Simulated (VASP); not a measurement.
# Te3O2 (R-3m) in VASP: notebook

Te3O2 is run at these levels: PBE; tasks: single point, relaxation of cell and atoms.

Program: VASP 6.6.1. These are calculated values, not measurements. Logs are shortened: lines on timing, memory, paths and dates and some standing lists are left out, and cuts for length are marked.

### Step 1. The cell of the first run

It takes space group R-3m (No. 166, trigonal). The conventional cell has a = 7.276 Å, b = 7.276 Å, c = 7.780 Å, α = 90.00°, β = 90.00°, γ = 120.00°. Within 2.9 Å of Te (site symmetry 2/m) lie 2 O at 2.19 Å. O (site symmetry 3m) has 3 Te at 2.19 Å within 2.9 Å.

The cell was generated, and may not be a known phase.

### Step 2. Single point, PBE

File INCAR:

```
ALGO     = Normal         # electronic algorithm
EDIFF    = 1E-7           # SCF threshold, eV
ENCUT    = 520            # plane-wave cutoff, eV
GGA      = PE             # functional
ISIF     = 2              # what is computed and relaxed
ISMEAR   = 0              # smearing method
LASPH    = T              # aspherical terms in the spheres
LCHARG   = F              # write CHGCAR
LREAL    = F              # projectors in reciprocal space
LWAVE    = F              # write WAVECAR
NBANDS   = 23             # bands
NELM     = 80             # most SCF steps
PREC     = Accurate       # precision mode
SIGMA    = 0.1            # smearing width, eV
```

File KPOINTS:

```
k-points
0
Gamma
  3 3 3
```

File POSCAR:

```
Te3O2
1.0
    3.6380200531      2.1004118556      2.5932206603
   -3.6380200531      2.1004118556      2.5932206603
    0.0000000000     -4.2008237153      2.5932206569
Te O
3 2
Direct
    0.0000000000      0.5000000000      0.0000000000
    0.0000000000      0.0000000000      0.5000000000
    0.5000000000      0.0000000000      0.0000000000
    0.7534791078      0.7534791078      0.7534791078
    0.2465208922      0.2465208922      0.2465208922
```

Potentials or basis: VASP PAW PBE potentials, release 64 (Te, O).

Run with:

```
$ cat potpaw_PBE.64/Te/POTCAR potpaw_PBE.64/O/POTCAR > POTCAR
$ mpirun -np 1 vasp_std > vasp.out
```

OUTCAR:

```text
EDIFF = 1E-7
   ENCUT = 520
   GGA = PE
   ISIF = 2
   ISMEAR = 0
   LASPH = T
   LREAL = F
   NELM = 80
   PREC = Accurate

 ion  position               nearest neighbor table
   1  0.000  0.500  0.000-   4 2.19   5 2.19   2 3.34   2 3.34   3 3.34   3 3.34   2 3.64   2 3.64
                             3 3.64   3 3.64
   2  0.000  0.000  0.500-   4 2.19   5 2.19   1 3.34   3 3.34   1 3.34   3 3.34   1 3.64   1 3.64
                             3 3.64   3 3.64
   3  0.500  0.000  0.000-   4 2.19   5 2.19   2 3.34   2 3.34   1 3.34   1 3.34   2 3.64   2 3.64
                             1 3.64   1 3.64
   4  0.753  0.753  0.753-   1 2.19   3 2.19   2 2.19
   5  0.247  0.247  0.247-   1 2.19   3 2.19   2 2.19

  LATTYP: Found a trigonal (rhomboedric) cell.
 ALAT       =     4.9367715425
 COS(alpha) =    -0.0861107518

  Lattice vectors:

 A1 = (   3.6380200531,   2.1004118556,   2.5932206603)
 A2 = (  -3.6380200531,   2.1004118556,   2.5932206603)
 A3 = (   0.0000000000,  -4.2008237153,   2.5932206569)

Analysis of symmetry for initial positions (statically):
=====================================================================
 Subroutine PRICEL returns:
 Original cell was already a primitive cell.

 Routine SETGRP: Setting up the symmetry group for a
 trigonal (rhombohedral) supercell.

 Subroutine GETGRP returns: Found 12 space group operations
 (whereof 12 operations were pure point group operations)
 out of a pool of 12 trial point group operations.

The static configuration has the point symmetry D_3d.

Analysis of symmetry for dynamics (positions and initial velocities):
=====================================================================
 Subroutine PRICEL returns:
 Original cell was already a primitive cell.

 Routine SETGRP: Setting up the symmetry group for a
 trigonal (rhombohedral) supercell.

 Subroutine GETGRP returns: Found 12 space group operations
 (whereof 12 operations were pure point group operations)
 out of a pool of 12 trial point group operations.

The dynamic configuration has the point symmetry D_3d.

 Subroutine INISYM returns: Found 12 space group operations
 (whereof 12 operations are pure point group operations),
 and found     1 'primitive' translations

----------------------------------------------------------------------------------------

                                     Primitive cell

  volume of cell :     118.8941

  direct lattice vectors                    reciprocal lattice vectors
     3.638020053  2.100411856  2.593220660     0.137437395  0.079349517  0.128540289
    -3.638020053  2.100411856  2.593220660    -0.137437395  0.079349517  0.128540289
     0.000000000 -4.200823715  2.593220657     0.000000000 -0.158699034  0.128540289

  length of vectors
     4.936771543  4.936771543  4.936771542     0.204225340  0.204225340  0.204225340

  position of ions in fractional coordinates (direct lattice)
     0.000000000  0.500000000  1.000000000
     0.000000000  0.000000000  0.500000000
     0.500000000  0.000000000  1.000000000
     0.753479108  0.753479108  0.753479108
     0.246520892  0.246520892  0.246520892

  ion indices of the primitive-cell ions
   primitive index   ion index
                 1           1
                 2           2
                 3           3
                 4           4
                 5           5

----------------------------------------------------------------------------------------

 KPOINTS: k-points

Automatic generation of k-mesh.
 Grid dimensions read from file:
 generate k-points for:    3    3    3

 Generating k-lattice:

  Cartesian coordinates                     Fractional coordinates (reciprocal lattice)
     0.045812465  0.026449839  0.042846763     0.333333333  0.000000000  0.000000000
    -0.045812465  0.026449839  0.042846763     0.000000000  0.333333333  0.000000000
     0.000000000 -0.052899678  0.042846763    -0.000000000 -0.000000000  0.333333333

  Length of vectors
     0.068075113  0.068075113  0.068075113

  Shift w.r.t. Gamma in fractional coordinates (k-lattice)
     0.000000000  0.000000000  0.000000000

 Subroutine IBZKPT returns following result:
 ===========================================

 Found      6 irreducible k-points:

 Following reciprocal coordinates:
            Coordinates               Weight
  0.000000  0.000000  0.000000      1.000000
  0.333333  0.000000  0.000000      6.000000
  0.333333  0.333333  0.000000      6.000000
 -0.333333  0.333333  0.000000      6.000000
  0.333333  0.333333  0.333333      2.000000
 -0.333333  0.333333  0.333333      6.000000
   k-points           NKPTS =      6   k-points in BZ     NKDIM =      6   number of bands    NBANDS=     23
   number of dos      NEDOS =    301   number of ions     NIONS =      5
   total plane-waves  NPLWV =  64000
   dimension x,y,z NGX =    40 NGY =   40 NGZ =   40
   dimension x,y,z NGXF=    80 NGYF=   80 NGZF=   80
   ions per type =               3   2
[... 33 lines left out ...]
  volume/ion in A,a.u.               =      23.78       160.47
  Fermi-wavevector in a.u.,A,eV,Ry     =   1.034495  1.954913 14.560688  1.070180
  Thomas-Fermi vector in A             =   2.168793
   LORBIT       =      0    0 simple, 1 ext, 2 COOP (PROOUT), +10 PAW based schemes
   GGA     = PE    functional components
   LHFCALC =     F    Hartree Fock is set to
   AEXX    =    0.0000 exact exchange contribution
   IVDW    =     0    specifies the selected vdW correction
   LEPSILON=     F    determine dielectric tensor
   LRPA    =     F    only Hartree local field effects (RPA)
 non-spin polarized calculation
 Gauss-broadening in eV      SIGMA  =   0.10
  energy-cutoff  :      520.00
  volume of cell :      118.89
 maximum number of plane-waves:      3225
 NGX is ok and might be reduce to    40
   NGX = 19   NGY = 19   NGZ = 19

 number of electron      29.9999999 magnetization

 Free energy of the ion-electron system (eV)
  ---------------------------------------------------
  ext. energy  EPLUGINS =         0.00000000
  ---------------------------------------------------
  free energy    TOTEN  =       -20.81720604 eV

  energy without entropy =      -20.80479339  energy(sigma->0) =      -20.81099972

 E-fermi :   5.3371     XC(G=0):  -9.1610

 val. band max:        5.3087334106   @ k =   0.3333   0.3333   0.3333
 cond. band min:       5.4423872750   @ k =  -0.3333   0.3333   0.3333
 fundamental gap:      0.1336538644
 Fermi energy:         5.3371371550

 k-point     1 :       0.0000    0.0000    0.0000
  band No.  band energies     occupation
      1     -13.8386      2.00000
      2     -13.4368      2.00000
      3      -5.8405      2.00000
      4      -5.5712      2.00000
      5      -5.5712      2.00000
      6      -0.9768      2.00000
[... 15 lines left out ...]
     22      10.7020      0.00000
     23      10.7020      0.00000

 k-point     2 :       0.3333    0.0000    0.0000
  band No.  band energies     occupation
      1     -13.7369      2.00000
      2     -13.4990      2.00000
      3      -5.9726      2.00000
      4      -5.8645      2.00000
      5      -5.5174      2.00000
      6      -0.9825      2.00000
[... 15 lines left out ...]
     22      11.9944      0.00000
     23      12.0492      0.00000

 k-point     3 :       0.3333    0.3333    0.0000
  band No.  band energies     occupation
      1     -13.6756      2.00000
      2     -13.5120      2.00000
      3      -6.5735      2.00000
      4      -5.8302      2.00000
      5      -5.0699      2.00000
      6      -0.8612      2.00000
[... 15 lines left out ...]
     22      12.1693      0.00000
     23      12.5848      0.00000

 k-point     4 :      -0.3333    0.3333    0.0000
  band No.  band energies     occupation
      1     -13.6455      2.00000
      2     -13.5459      2.00000
      3      -6.5969      2.00000
      4      -5.7861      2.00000
      5      -5.0239      2.00000
      6      -0.8485      2.00000
[... 15 lines left out ...]
     22      11.8866      0.00000
     23      12.6022      0.00000

 k-point     5 :       0.3333    0.3333    0.3333
  band No.  band energies     occupation
      1     -13.6589      2.00000
      2     -13.4791      2.00000
      3      -6.4803      2.00000
      4      -6.4803      2.00000
      5      -4.4226      2.00000
      6      -1.2365      2.00000
[... 15 lines left out ...]
     22      13.1675      0.00000
     23      13.1675      0.00000

 k-point     6 :      -0.3333    0.3333    0.3333
  band No.  band energies     occupation
      1     -13.6052      2.00000
      2     -13.5385      2.00000
      3      -6.5658      2.00000
      4      -6.4625      2.00000
      5      -4.1001      2.00000
      6      -1.1910      2.00000
[... 15 lines left out ...]
     22      11.9474      0.00000
     23      12.8496      0.00000

------------------------ aborting loop because EDIFF is reached ----------------------------------------

  FORCE on cell =-STRESS in cart. coord.  units (eV):
  Direction    XX          YY          ZZ          XY          YZ          ZX
  --------------------------------------------------------------------------------------
  -------------------------------------------------------------------------------------
  Total       -0.3384949     -0.3384949     -0.3340432      0.0000000     -0.0000000      0.0000000
  in kB       -4.5614453     -4.5614453     -4.5014557      0.0000000     -0.0000000      0.0000000
  external PRESSURE =      -4.5414488 kB  Pullay stress =       0.0000000 kB

 VOLUME and BASIS-vectors are now :
 -----------------------------------------------------------------------------
  energy-cutoff  :      520.00
  volume of cell :      118.89
      direct lattice vectors                 reciprocal lattice vectors
     3.638020053  2.100411856  2.593220660     0.137437395  0.079349517  0.128540289
    -3.638020053  2.100411856  2.593220660    -0.137437395  0.079349517  0.128540289
     0.000000000 -4.200823715  2.593220657     0.000000000 -0.158699034  0.128540289

 POSITION                                       TOTAL-FORCE (eV/Angst)
 -----------------------------------------------------------------------------------
     -1.81901      1.05021      1.29661        -0.000000     -0.000000      0.000000
      0.00000     -2.10041      1.29661         0.000000     -0.000000      0.000000
      1.81901      1.05021      1.29661        -0.000000     -0.000000     -0.000000
      0.00000     -0.00000      5.86181        -0.000000     -0.000000      0.025309
      0.00000     -0.00000      1.91785        -0.000000      0.000000     -0.025309
 -----------------------------------------------------------------------------------
    total drift:                                0.000000     -0.000000      0.000000

  FREE ENERGIE OF THE ION-ELECTRON SYSTEM (eV)
  ---------------------------------------------------
  free  energy   TOTEN  =       -20.8172060396 eV

  energy  without entropy=      -20.8047933939  energy(sigma->0) =      -20.81099972
```

It took 15 s on 1 thread of Oxide Virtual Turin-like, shared host; peak memory 0.2 GiB.

Results:

```
Free energy            : -20.8172 eV
Pressure               : -0.5 GPa
Largest force          : 0.025 eV/Å
Band gap on the k mesh : zero (bands 15 and 16 overlap by 1.16 eV)
```

Forces in eV/Å, atoms in the order of the input:
```
Te   0.000  0.000  0.000
Te   0.000  0.000  0.000
Te   0.000  0.000  0.000
O    0.000  0.000  0.025
O    0.000  0.000 -0.025
```

Caveat: the k points lie up to 0.43 Å⁻¹ apart, too coarse for converged energies and pressures of a metal; spin-orbit coupling is left out, which moves the levels of the heavy elements.

### Step 3. Single point, PBE

This run uses another cell than the first one, of 32.49 Å³/atom.

File INCAR:

```
SYSTEM = Te3O2
PREC = Accurate ; ENCUT = 520
EDIFF = 1E-6 ; ISMEAR = 0
SIGMA = 0.1 ; LREAL = .False.
LASPH = .True. ; NELM = 100
ALGO = Normal ; ISIF = 2
LWAVE = .False. ; LCHARG = .False.
GGA = PE ; NBANDS = 23
```

File KPOINTS:

```
regular mesh
0
Gamma
  3 3 3
  0 0 0
```

File POSCAR:

```
Te3O2
1.0
    3.8898891900      2.2458285700      3.0989799000
   -3.8898891900      2.2458285700      3.0989799000
    0.0000000000     -4.4916571500      3.0989799000
Te O
3 2
Direct
    0.0000000000      0.5000000000      0.0000000000
    0.0000000000      0.0000000000      0.5000000000
    0.5000000000      0.0000000000      0.0000000000
    0.8187567600      0.8187567600      0.8187567600
    0.1812432400      0.1812432400      0.1812432400
```

Potentials or basis: VASP PAW PBE potentials, release 64 (Te, O).

Run with:

```
$ cat potpaw_PBE.64/Te/POTCAR potpaw_PBE.64/O/POTCAR > POTCAR
$ mpirun -np 1 vasp_std > vasp.out
```

Wall time 19 s (1 thread of Oxide Virtual Turin-like, shared host); peak memory 0.21 GiB.

It converged, with:

```
Free energy            : -19.7131 eV
Pressure               : -6.5 GPa
Largest force          : 0.074 eV/Å
Band gap on the k mesh : zero (bands 15 and 16 overlap by 0.30 eV)
```

Forces on the atoms (eV/Å):
```
Te   0.000  0.000  0.000
Te   0.000  0.000  0.000
Te   0.000  0.000  0.000
O    0.000  0.000 -0.074
O    0.000  0.000  0.074
```

Stress tensor (GPa, compression positive):
```
-7.07  0.00  0.00
 0.00 -7.07  0.00
 0.00  0.00 -5.26
```

Levels at points of the mesh, in eV from the Fermi level:
```tsv
k point	band 11	band 12	band 13	band 14	band 15	band 16	band 17	band 18	band 19	band 20
(0.00, 0.00, 0.00)	-2.36	-1.96	-1.96	-0.58	0.14	0.14	0.88	2.43	4.57	4.78
```

Caveat: the k points lie up to 0.38 Å⁻¹ apart; spin-orbit coupling is left out, which moves the levels of the heavy elements.

### Step 4. Relaxation of cell and atoms, PBE

This run uses another cell than the first one, of 32.49 Å³/atom.

File INCAR:

```
PREC = Accurate
ENCUT = 600
EDIFF = 1E-7
ISMEAR = 0
SIGMA = 0.1
LREAL = F
LASPH = T
NELM = 80
ALGO = Fast
ISIF = 3
LWAVE = F
LCHARG = F
GGA = PE
IBRION = 2
NSW = 90
EDIFFG = -0.04
```

File KPOINTS:

```
regular mesh
0
Gamma
  3 3 3
```

POSCAR is that of step 3.

Run with:

```
$ cat potpaw_PBE.64/Te/POTCAR potpaw_PBE.64/O/POTCAR > POTCAR
$ mpirun -np 1 vasp_std > vasp.out
```

Wall time 8 min (1 thread of Oxide Virtual Turin-like, shared host); peak memory 0.31 GiB.

It converged, with:

| Item | Value |
| --- | --- |
| Free energy | -20.8488 eV |
| Relaxed volume | 23.53 Å³/atom |
| Relaxed cell | a = 4.920 Å, b = 4.920 Å, c = 4.920 Å, α = 95.00°, β = 95.00°, γ = 95.00° |
| Space group after relaxing (to 0.1 Å) | R-3m (No. 166) |
| Energy gained by relaxing | 226.5 meV/atom |
| Ionic steps | 15 |
| Pressure after relaxing | 0.1 GPa |
| Band gap on the k mesh | zero (bands 15 and 16 overlap by 1.18 eV) |

Forces on the atoms (eV/Å):
```
Te   0.000  0.000  0.000
Te   0.000  0.000  0.000
Te   0.000  0.000  0.000
O    0.000  0.000 -0.002
O    0.000  0.000  0.002
```

The path:
| step | energy change (eV) | largest force (eV/Å) | pressure (GPa) | volume (Å³) |
| --- | --- | --- | --- | --- |
| 1 | 0.0000 | 0.0740 | -6.53 | 162.44 |
| 2 | -0.4650 | 0.4397 | 2.89 | 133.26 |
| 3 | -0.5378 | 0.3219 | -0.42 | 140.02 |
| 4 | -0.7456 | 0.3997 | 0.00 | 133.61 |
| 5 | -0.8651 | 0.5080 | 0.96 | 127.01 |
| 6 | -0.8753 | 0.5809 | 1.68 | 123.78 |
| 7 | -0.9018 | 0.4193 | -1.65 | 128.14 |
| 8 | -0.9092 | 0.4734 | -0.64 | 126.71 |
| 9 | -0.9497 | 0.3879 | -0.62 | 126.39 |
| 10 | -1.0328 | 0.2195 | -0.78 | 125.42 |
| 11 | -1.0942 | 0.1497 | -2.35 | 123.46 |
| 12 | -1.1239 | 0.0654 | -0.49 | 119.09 |
| 13 | -1.1242 | 0.0575 | -0.36 | 118.73 |
| 14 | -1.1287 | 0.0374 | -0.22 | 118.36 |
| 15 | -1.1323 | 0.0020 | 0.06 | 117.63 |

Final structure:
```
Te O
1.0
     3.62725    2.09419    2.58093
    -3.62725    2.09419    2.58093
     0.00000   -4.18838    2.58093
Te O
3 2
Direct
  0.00000 0.50000 0.00000
  0.00000 0.00000 0.50000
  0.50000 0.00000 0.00000
  0.75232 0.75232 0.75232
  0.24768 0.24768 0.24768
```

Levels at points of the mesh, in eV from the Fermi level:
| k point | band 13 | band 14 | band 15 | band 16 | band 17 | band 18 |
| --- | --- | --- | --- | --- | --- | --- |
| (0.00, 0.00, 0.00) | -2.30 | -1.58 | 0.98 | 0.98 | 1.01 | 3.81 |

Caveat: the k points lie up to 0.43 Å⁻¹ apart in the final cell, too coarse for converged energies and pressures of a metal; the volume moved by over 15 % at a fixed basis, so the end points are rough; spin-orbit coupling is left out, which moves the levels of the heavy elements.

### Step 5. Single point, PBE

This run uses another cell than the first one, of 23.45 Å³/atom.

File INCAR:

```
  PREC = Accurate
  ENCUT = 520
  EDIFF = 1E-6
  ISMEAR = 0
  SIGMA = 0.1
  LREAL = False
  LASPH = True
  NELM = 100
  ALGO = Fast
  ISIF = 2
  LWAVE = False
  LCHARG = False
  GGA = PE
  NBANDS = 23
```

File KPOINTS:

```
regular mesh
0
Gamma
  6 6 6
```

File POSCAR:

```
Te3O2
1.0
    3.6753681187      2.1219747727      2.5054948392
   -3.6753681187      2.1219747727      2.5054948392
    0.0000000000     -4.2439495454      2.5054948393
Te O
3 2
Direct
    0.0000000000      0.5000000000      0.0000000000
    0.0000000000      0.0000000000      0.5000000000
    0.5000000000      0.0000000000      0.0000000000
    0.7554462309      0.7554462309      0.7554462309
    0.2445537691      0.2445537691      0.2445537691
```

Run with:

```
$ cat potpaw_PBE.64/Te/POTCAR potpaw_PBE.64/O/POTCAR > POTCAR
$ mpirun -np 1 vasp_std > vasp.out
```

Run time: 90 s. Hardware: 1 thread of Oxide Virtual Turin-like, shared host; peak memory 0.24 GiB.

Results (log left out):

- Free energy: -21.0481 eV
- Pressure: -0.4 GPa
- Largest force: 0.055 eV/Å
- Band gap on the k mesh: zero (bands 15 and 16 overlap by 1.70 eV)

Forces in eV/Å, atoms in the order of the input:
```
Te   0.000  0.000  0.000
Te   0.000  0.000  0.000
Te   0.000  0.000  0.000
O    0.000  0.000  0.055
O    0.000  0.000 -0.055
```

Stress tensor (GPa, compression positive):
```
-0.48  0.00  0.00
 0.00 -0.48  0.00
 0.00  0.00 -0.22
```

Levels at points of the mesh, in eV from the Fermi level:
| k point | band 11 | band 12 | band 13 | band 14 | band 15 | band 16 | band 17 | band 18 | band 19 | band 20 |
| --- | --- | --- | --- | --- | --- | --- | --- | --- | --- | --- |
| (0.00, 0.00, 0.00) | -3.57 | -2.41 | -2.41 | -1.99 | 0.71 | 1.03 | 1.03 | 4.02 | 4.64 | 4.64 |
| (0.50, 0.00, 0.00) | -3.50 | -3.48 | -1.54 | -1.27 | -0.99 | -0.61 | 1.76 | 2.31 | 3.31 | 4.48 |
| (0.50, 0.50, 0.00) | -2.86 | -1.80 | -1.55 | -1.36 | -0.93 | -0.61 | 1.76 | 2.01 | 2.92 | 4.79 |
| (0.50, 0.50, 0.50) | -3.04 | -2.66 | -2.66 | -1.81 | 0.32 | 1.71 | 2.12 | 2.12 | 4.25 | 4.76 |

Caveat: spin-orbit coupling is left out, which moves the levels of the heavy elements.

### Step 6. Overview

| task | cell | k mesh | cutoff (eV) | gap on the mesh (eV) | pressure (GPa) | largest force (eV/Å) |
| --- | --- | --- | --- | --- | --- | --- |
| single point | a = 4.937 Å, angles 94.9°, 5 atoms, atomic positions A | 3 × 3 × 3 | 520 | none | -0.5 | 0.03 |
| single point | a = 5.457 Å, angles 90.9°, 5 atoms, atomic positions B | 3 × 3 × 3 | 520 | none | -6.5 | 0.07 |
| relaxation of cell and atoms | relaxed from a = 5.457 Å, angles 90.9°, 5 atoms, atomic positions B | 3 × 3 × 3 | 600 | none | 0.1 | - |
| single point | a = 4.928 Å, angles 96.4°, 5 atoms, atomic positions C | 6 × 6 × 6 | 520 | none | -0.4 | 0.05 |

Alike in all rows: level PBE; potentials or basis VASP PAW PBE potentials, release 64 (Te, O); no spin polarisation; smearing gaussian 0.1 eV.

Caveats: some runs use coarse meshes; spin-orbit coupling is left out, which moves the levels of the heavy elements; the volume moved by over 15 % at a fixed basis, so the end points are rough (at least some runs).

Total energies depend on the potentials used, so only differences within one code and one set of settings carry meaning.

The gap in the log of VASP goes by the Fermi energy; the results here count the filled bands.